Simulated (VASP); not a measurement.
# PbI2 (P-3m1) in VASP: a series of runs

Aim: see how the results for PbI2 move with the level of theory and the settings. Levels: PBEsol, PBE, revPBE. Tasks: single point.

Everything below comes from runs of VASP 6.6.1. Logs are shortened: lines on timing, memory, paths and dates and some standing lists are left out, and cuts for length are marked.

### Step 1. The cell of the first run

It takes space group P-3m1 (No. 164, trigonal). The conventional cell has a = 4.758 Å, b = 4.758 Å, c = 7.288 Å, α = 90.00°, β = 90.00°, γ = 120.00°. Pb (site symmetry -3m) has 6 I at 3.36 Å within 4.4 Å. Within 4.4 Å of I (site symmetry 3m) lie 3 Pb at 3.36 Å and 3 I at 4.39 Å.

### Step 2. Single point, PBEsol

Contents of INCAR:

```
PREC     = Accurate       # precision mode
ENCUT    = 500            # plane-wave cutoff, eV
EDIFF    = 1E-6           # SCF threshold, eV
ISMEAR   = 0              # smearing method
SIGMA    = 0.1            # smearing width, eV
LREAL    = F              # projectors in reciprocal space
LASPH    = T              # aspherical terms in the spheres
NELM     = 120            # most SCF steps
ALGO     = Normal         # electronic algorithm
ISIF     = 2              # what is computed and relaxed
LWAVE    = F              # write WAVECAR
LCHARG   = T              # write CHGCAR
GGA      = PS             # functional
LELF     = T              # ELF
LVHAR    = T            
NBANDS   = 21             # bands
GGA_COMPAT= F
```

Contents of KPOINTS:

```
Automatic mesh
0
Gamma
  3 3 1
```

Contents of POSCAR:

```
PbI2
1.0
    4.7583550253      0.0000000000      0.0000000000
   -2.3791775127      4.1208563322      0.0000000000
    0.0000000000      0.0000000000      7.2884806774
Pb I
1 2
Direct
    0.0000000000      0.0000000000      0.0000000000
    0.3333333333      0.6666666667      0.2650000000
    0.6666666667      0.3333333333      0.7350000000
```

Potentials or basis: VASP PAW PBE potentials, release 64 (Pb_d, I).

Run with:

```bash
cat potpaw_PBE.64/Pb_d/POTCAR potpaw_PBE.64/I/POTCAR > POTCAR
mpirun -np 1 vasp_std > vasp.out
```

OUTCAR:

```text
PREC = Accurate
   ENCUT = 500
   EDIFF = 1E-6
   ISMEAR = 0
   LREAL = F
   LASPH = T
   NELM = 120
   ISIF = 2
   GGA = PS

 ion  position               nearest neighbor table
   1  0.000  0.000  0.000-   2 3.36   3 3.36   3 3.36   2 3.36   3 3.36   2 3.36
   2  0.333  0.667  0.265-   1 3.36   1 3.36   1 3.36
   3  0.667  0.333  0.735-   1 3.36   1 3.36   1 3.36

  LATTYP: Found a hexagonal cell.
 ALAT       =     4.7583550253
 C/A-ratio  =     1.5317227568

  Lattice vectors:

 A1 = (   4.7583550253,   0.0000000000,   0.0000000000)
 A2 = (  -2.3791775127,   4.1208563322,   0.0000000000)
 A3 = (   0.0000000000,   0.0000000000,   7.2884806774)

Analysis of symmetry for initial positions (statically):
=====================================================================
 Subroutine PRICEL returns:
 Original cell was already a primitive cell.

 Routine SETGRP: Setting up the symmetry group for a
 hexagonal supercell.

 Subroutine GETGRP returns: Found 12 space group operations
 (whereof 12 operations were pure point group operations)
 out of a pool of 24 trial point group operations.

The static configuration has the point symmetry D_3d.

Analysis of symmetry for dynamics (positions and initial velocities):
=====================================================================
 Subroutine PRICEL returns:
 Original cell was already a primitive cell.

 Routine SETGRP: Setting up the symmetry group for a
 hexagonal supercell.

 Subroutine GETGRP returns: Found 12 space group operations
 (whereof 12 operations were pure point group operations)
 out of a pool of 24 trial point group operations.

The dynamic configuration has the point symmetry D_3d.

 Subroutine INISYM returns: Found 12 space group operations
 (whereof 12 operations are pure point group operations),
 and found     1 'primitive' translations

----------------------------------------------------------------------------------------

                                     Primitive cell

  volume of cell :     142.9162

  direct lattice vectors                    reciprocal lattice vectors
     4.758355025  0.000000000  0.000000000     0.210156660  0.121334004  0.000000000
    -2.379177513  4.120856332  0.000000000     0.000000000  0.242668009  0.000000000
[... 60 lines left out ...]
   LNONCOLLINEAR =      F non collinear calculations
   LSORBIT =      F    spin-orbit coupling
   LASPH  =      T    aspherical Exc in radial PAW
   ENCUT  =  500.0 eV  36.75 Ry    6.06 a.u.   8.68  8.68 13.29*2*pi/ulx,y,z
   NELM   =    120;   NELMIN=  2; NELMDL= -5     # of ELM steps
   EDIFF  = 0.1E-05   stopping-criterion for ELM
   LREAL  =      F    real-space projection
   EDIFFG = 0.1E-04   stopping-criterion for IOM
   NSW    =      0    number of steps for IOM
   IBRION =     -1    ionic relax: 0-MD 1-quasi-New 2-CG
   NFREE  =      0    steps in history (QN), initial steepest desc. (CG)
   ISIF   =      2    stress and relaxation
   ISYM   =      2    0-nonsym 1-usesym 2-fastsym
   POTIM  = 0.5000    time-step for ionic-motion
   TEBEG  =    0.0;   TEEND  =   0.0 temperature during run
   PSTRESS=    0.0 pullay stress
   NELECT =      28.0000    total number of electrons
   NUPDOWN=      -1.0000    fix difference up-down
   EMIN   =  10.00;   EMAX   =-10.00  energy-range for DOS
   EFERMI =   0.00;   METHOD = LEGACY
   ISMEAR =     0;   SIGMA  =   0.10  broadening in eV -4-tet -1-fermi 0-gaus
   EFERMI_NEDOS =   21; number of points for ismear=-14 and -15
   IALGO  =     38    algorithm
   IMIX   =      4    mixing-type and parameters
     AMIX     =   0.40;   BMIX     =  1.00
     AMIX_MAG =   1.60;   BMIX_MAG =  1.00
  volume/ion in A,a.u.               =      47.64       321.48
  Fermi-wavevector in a.u.,A,eV,Ry     =   0.950825  1.796798 12.300584  0.904067
  Thomas-Fermi vector in A             =   2.079237
   LORBIT       =      0    0 simple, 1 ext, 2 COOP (PROOUT), +10 PAW based schemes
   GGA     = PS    functional components
   LHFCALC =     F    Hartree Fock is set to
   AEXX    =    0.0000 exact exchange contribution
   IVDW    =     0    specifies the selected vdW correction
   LEPSILON=     F    determine dielectric tensor
   LRPA    =     F    only Hartree local field effects (RPA)
 non-spin polarized calculation
 Gauss-broadening in eV      SIGMA  =   0.10
  energy-cutoff  :      500.00
  volume of cell :      142.92
 maximum number of plane-waves:      3643
 NGX is ok and might be reduce to    36
   NGX = 17   NGY = 17   NGZ = 27

 number of electron      28.0000008 magnetization

 Free energy of the ion-electron system (eV)
  ---------------------------------------------------
  ext. energy  EPLUGINS =         0.00000000
  ---------------------------------------------------
  free energy    TOTEN  =        -9.22825161 eV

  energy without entropy =       -9.22825161  energy(sigma->0) =       -9.22825161

 E-fermi :   1.5227     XC(G=0):  -7.7581

 val. band max:        1.0235709219   @ k =   0.3333   0.0000   0.0000
 cond. band min:       3.7053405967   @ k =   0.0000   0.0000   0.0000
 fundamental gap:      2.6817696749
 Fermi energy:         1.5226826671

 k-point     1 :       0.0000    0.0000    0.0000
  band No.  band energies     occupation
      1     -14.8041      2.00000
      2     -14.7999      2.00000
      3     -14.7999      2.00000
      4     -14.7921      2.00000
      5     -14.7921      2.00000
      6     -10.3165      2.00000
[... 61 lines left out ...]
     20       8.4289      0.00000
     21      10.1623      0.00000

------------------------ aborting loop because EDIFF is reached ----------------------------------------

  FORCE on cell =-STRESS in cart. coord.  units (eV):
  Direction    XX          YY          ZZ          XY          YZ          ZX
  --------------------------------------------------------------------------------------
  -------------------------------------------------------------------------------------
  Total       -2.4758512     -2.4758512     -2.5997602      0.0000000      0.0000000     -0.0000000
  in kB      -27.7558033    -27.7558033    -29.1448989      0.0000000      0.0000000     -0.0000000
  external PRESSURE =     -28.2188352 kB  Pullay stress =       0.0000000 kB

 VOLUME and BASIS-vectors are now :
 -----------------------------------------------------------------------------
  energy-cutoff  :      500.00
  volume of cell :      142.92
      direct lattice vectors                 reciprocal lattice vectors
     4.758355025  0.000000000  0.000000000     0.210156660  0.121334004  0.000000000
    -2.379177513  4.120856332  0.000000000     0.000000000  0.242668009  0.000000000
     0.000000000  0.000000000  7.288480677     0.000000000  0.000000000  0.137202806

 POSITION                                       TOTAL-FORCE (eV/Angst)
 -----------------------------------------------------------------------------------
      0.00000      0.00000      0.00000         0.000000      0.000000      0.000000
     -0.00000      2.74724      1.93145         0.000000     -0.000000     -0.491541
      2.37918      1.37362      5.35703        -0.000000      0.000000      0.491541
 -----------------------------------------------------------------------------------
    total drift:                               -0.000000     -0.000000      0.000000

  FREE ENERGIE OF THE ION-ELECTRON SYSTEM (eV)
  ---------------------------------------------------
  free  energy   TOTEN  =        -9.2282516123 eV

  energy  without entropy=       -9.2282516123  energy(sigma->0) =       -9.22825161
```

stdout:

```text
POSCAR found type information on POSCAR PbI
 POSCAR found :  2 types and       3 ions
 scaLAPACK will be used
 -----------------------------------------------------------------------------
|                                                                             |
|                                                                             |
|     You enforced a specific xc type in the INCAR file but a different       |
|     I HOPE YOU KNOW WHAT YOU ARE DOING!                                     |
|                                                                             |
 -----------------------------------------------------------------------------

 LDA part: xc-table for (Slater+PW92), standard interpolation
 POSCAR, INCAR and KPOINTS ok, starting setup
 FFT: planning ... GRIDC
 FFT: planning ... GRID_SOFT
 FFT: planning ... GRID
 WAVECAR not read
 entering main loop
```

Run time: 30 s. Hardware: 1 thread of Intel Xeon Platinum 8259CL at 2.50GHz (Skylake/Cascade Lake), shared host; peak memory 0.22 GiB.

What came out:

```
Free energy            : -9.2283 eV
Pressure               : -2.8 GPa
Largest force          : 0.492 eV/Å
Band gap on the k mesh : 2.68 eV, indirect (least direct gap 2.92 eV)
```

Forces on the atoms (eV/Å):
```
Pb   0.000  0.000  0.000
I    0.000  0.000 -0.492
I    0.000  0.000  0.492
```

Stress tensor (GPa, compression positive):
```
-2.78  0.00  0.00
 0.00 -2.78  0.00
 0.00  0.00 -2.91
```

Caveat: the k points lie up to 0.86 Å⁻¹ apart; the PAW data sets were made with another functional, which shifts forces and pressure a little; spin-orbit coupling is left out, which moves the levels of the heavy elements; this functional lacks dispersion, which binds the layers, so the pressure and a relaxed spacing across them are unreliable.

### Step 3. Single point, PBE

This run uses another cell than the first one, of 41.79 Å³/atom, 0.877 times its volume.

Contents of INCAR:

```
PREC = Accurate ; ENCUT = 500
EDIFF = 1E-6 ; ISMEAR = 0
SIGMA = 0.1 ; LREAL = F
LASPH = T ; NELM = 120
ALGO = Normal ; ISIF = 2
LWAVE = F ; LCHARG = T
GGA = PE ; LELF = T
LVHAR = T ; NBANDS = 21
ISYM = 0 ; GGA_COMPAT = F
```

Contents of KPOINTS:

```
Automatic mesh
0
Gamma
  1 7 1
```

Contents of POSCAR:

```
PbI2
1.0
    4.5550018558      0.0000000000      0.0000000000
   -2.2775009279      3.9447473214      0.0000000000
    0.0000000000      0.0000000000      6.9770000000
Pb I
1 2
Direct
    0.0000000000      0.0000000000      0.0000000000
    0.3333333333      0.6666666667      0.2650000000
    0.6666666667      0.3333333333      0.7350000000
```

Potentials or basis: VASP PAW PBE potentials, release 64 (Pb_d, I).

Run with:

```bash
cat potpaw_PBE.64/Pb_d/POTCAR potpaw_PBE.64/I/POTCAR > POTCAR
mpirun -np 1 vasp_std > vasp.out
```

OUTCAR:

```text
PREC = Accurate
   ENCUT = 500
   EDIFF = 1E-6
   ISMEAR = 0
   LREAL = F
   LASPH = T
   NELM = 120
   ISIF = 2
   GGA = PE
   ISYM = 0

 ion  position               nearest neighbor table
   1  0.000  0.000  0.000-   2 3.21   3 3.21   2 3.21   3 3.21   3 3.21   2 3.21
   2  0.333  0.667  0.265-   1 3.21   1 3.21   1 3.21
   3  0.667  0.333  0.735-   1 3.21   1 3.21   1 3.21

IMPORTANT INFORMATION: All symmetrisations will be switched off!
NOSYMM: (Re-)initialisation of all symmetry stuff for point group C_1.

----------------------------------------------------------------------------------------

                                     Primitive cell

  volume of cell :     125.3650

  direct lattice vectors                    reciprocal lattice vectors
     4.555001856  0.000000000  0.000000000     0.219538879  0.126750831  0.000000000
    -2.277500928  3.944747321  0.000000000     0.000000000  0.253501661  0.000000000
     0.000000000  0.000000000  6.977000000     0.000000000  0.000000000  0.143328078

  length of vectors
     4.555001856  4.555001856  6.977000000     0.253501661  0.253501661  0.143328078

  position of ions in fractional coordinates (direct lattice)
     0.000000000  0.000000000  0.000000000
     0.333333333  0.666666667  0.265000000
     0.666666667  0.333333333  0.735000000

  ion indices of the primitive-cell ions
   primitive index   ion index
                 1           1
                 2           2
                 3           3

----------------------------------------------------------------------------------------

 KPOINTS: Automatic mesh

Automatic generation of k-mesh.
 Grid dimensions read from file:
 generate k-points for:    1    7    1

 Generating k-lattice:

  Cartesian coordinates                     Fractional coordinates (reciprocal lattice)
     0.219538879  0.126750831  0.000000000     1.000000000  0.000000000  0.000000000
     0.000000000  0.036214523  0.000000000     0.000000000  0.142857143  0.000000000
[... 78 lines left out ...]
     AMIX     =   0.40;   BMIX     =  1.00
     AMIX_MAG =   1.60;   BMIX_MAG =  1.00
  volume/ion in A,a.u.               =      41.79       282.00
  Fermi-wavevector in a.u.,A,eV,Ry     =   0.993273  1.877014 13.423392  0.986591
  Thomas-Fermi vector in A             =   2.125143
   LORBIT       =      0    0 simple, 1 ext, 2 COOP (PROOUT), +10 PAW based schemes
   GGA     = PE    functional components
   LHFCALC =     F    Hartree Fock is set to
   AEXX    =    0.0000 exact exchange contribution
   IVDW    =     0    specifies the selected vdW correction
   LEPSILON=     F    determine dielectric tensor
   LRPA    =     F    only Hartree local field effects (RPA)
 non-spin polarized calculation
 Gauss-broadening in eV      SIGMA  =   0.10
  energy-cutoff  :      500.00
  volume of cell :      125.37
 maximum number of plane-waves:      3199
 NGX is ok and might be reduce to    36
   NGX = 17   NGY = 17   NGZ = 25

 number of electron      28.0000001 magnetization

 Free energy of the ion-electron system (eV)
  ---------------------------------------------------
  ext. energy  EPLUGINS =         0.00000000
  ---------------------------------------------------
  free energy    TOTEN  =        -6.24106520 eV

  energy without entropy =       -6.24106520  energy(sigma->0) =       -6.24106520

 E-fermi :   3.0597     XC(G=0):  -8.0454

 val. band max:        2.5890692413   @ k =   0.0000   0.2857   0.0000
 cond. band min:       5.1967804790   @ k =   0.0000   0.0000   0.0000
 fundamental gap:      2.6077112377
 Fermi energy:         3.0597137952

 k-point     1 :       0.0000    0.0000    0.0000
  band No.  band energies     occupation
      1     -13.5776      2.00000
      2     -13.5755      2.00000
      3     -13.5565      2.00000
      4     -13.5470      2.00000
      5     -13.5367      2.00000
      6      -9.3261      2.00000
[... 85 lines left out ...]
     20      11.5780      0.00000
     21      12.2997      0.00000

------------------------ aborting loop because EDIFF is reached ----------------------------------------

  FORCE on cell =-STRESS in cart. coord.  units (eV):
  Direction    XX          YY          ZZ          XY          YZ          ZX
  --------------------------------------------------------------------------------------
  -------------------------------------------------------------------------------------
  Total       12.1273041      1.9898342      2.1355278      0.0000053      0.8014326      0.0000033
  in kB      154.9881087     25.4302724     27.2922499      0.0000680     10.2423849      0.0000428
  external PRESSURE =      69.2368770 kB  Pullay stress =       0.0000000 kB

 VOLUME and BASIS-vectors are now :
 -----------------------------------------------------------------------------
  energy-cutoff  :      500.00
  volume of cell :      125.37
      direct lattice vectors                 reciprocal lattice vectors
     4.555001856  0.000000000  0.000000000     0.219538879  0.126750831  0.000000000
    -2.277500928  3.944747321  0.000000000     0.000000000  0.253501661  0.000000000
     0.000000000  0.000000000  6.977000000     0.000000000  0.000000000  0.143328078

 POSITION                                       TOTAL-FORCE (eV/Angst)
 -----------------------------------------------------------------------------------
      0.00000      0.00000      0.00000         0.000001     -0.000000     -0.000005
     -0.00000      2.62983      1.84891         0.000001      0.373662     -0.098399
      2.27750      1.31492      5.12809        -0.000002     -0.373662      0.098404
 -----------------------------------------------------------------------------------
    total drift:                               -0.000000      0.000001     -0.000006

  FREE ENERGIE OF THE ION-ELECTRON SYSTEM (eV)
  ---------------------------------------------------
  free  energy   TOTEN  =        -6.2410651962 eV

  energy  without entropy=       -6.2410651962  energy(sigma->0) =       -6.24106520
```

OSZICAR:

```text
N       E                     dE             d eps       ncg     rms          rms(c)
DAV:   1     0.230986622728E+03    0.23099E+03   -0.11539E+04   168   0.114E+03
DAV:   2     0.186521648230E+02   -0.21233E+03   -0.20253E+03   173   0.290E+02
DAV:   3    -0.567802521284E+01   -0.24330E+02   -0.23813E+02   235   0.103E+02
DAV:   4    -0.657068873777E+01   -0.89266E+00   -0.89128E+00   214   0.214E+01
DAV:   5    -0.659456470359E+01   -0.23876E-01   -0.23875E-01   243   0.370E+00    0.451E+00
DAV:   6    -0.623299193646E+01    0.36157E+00   -0.83253E-01   230   0.535E+00    0.288E+00
DAV:   7    -0.623011954598E+01    0.28724E-02   -0.29340E-01   201   0.235E+00    0.142E+00
DAV:   8    -0.624062244216E+01   -0.10503E-01   -0.35603E-02   188   0.166E+00    0.316E-01
DAV:   9    -0.624064690274E+01   -0.24461E-04   -0.53531E-03   216   0.574E-01    0.152E-01
DAV:  10    -0.624101973161E+01   -0.37283E-03   -0.80155E-04   188   0.194E-01    0.497E-02
DAV:  11    -0.624105970693E+01   -0.39975E-04   -0.74541E-05   216   0.530E-02    0.182E-02
DAV:  12    -0.624106496975E+01   -0.52628E-05   -0.20981E-05   188   0.231E-02    0.384E-03
DAV:  13    -0.624106519622E+01   -0.22647E-06   -0.15364E-06   200   0.770E-03
   1 F= -.62410652E+01 E0= -.62410652E+01  d E =-.490242E-11
```

It took 31 s on 1 thread of Intel Xeon Platinum 8259CL at 2.50GHz (Skylake/Cascade Lake), shared host; peak memory 0.23 GiB.

Results:

| Property | Result |
| --- | --- |
| Free energy | -6.2411 eV |
| Pressure | 6.9 GPa |
| Largest force | 0.386 eV/Å |
| Band gap on the k mesh | 2.61 eV, indirect (least direct gap 2.98 eV) |

Forces on the atoms (eV/Å):
```
Pb   0.000  0.000  0.000
I    0.000  0.374 -0.098
I    0.000 -0.374  0.098
```

Caveat: the k points lie up to 1.59 Å⁻¹ apart; spin-orbit coupling is left out, which moves the levels of the heavy elements; this functional lacks dispersion, which binds the layers, so the pressure and a relaxed spacing across them are unreliable.

(Continued in part 2 of 2.)
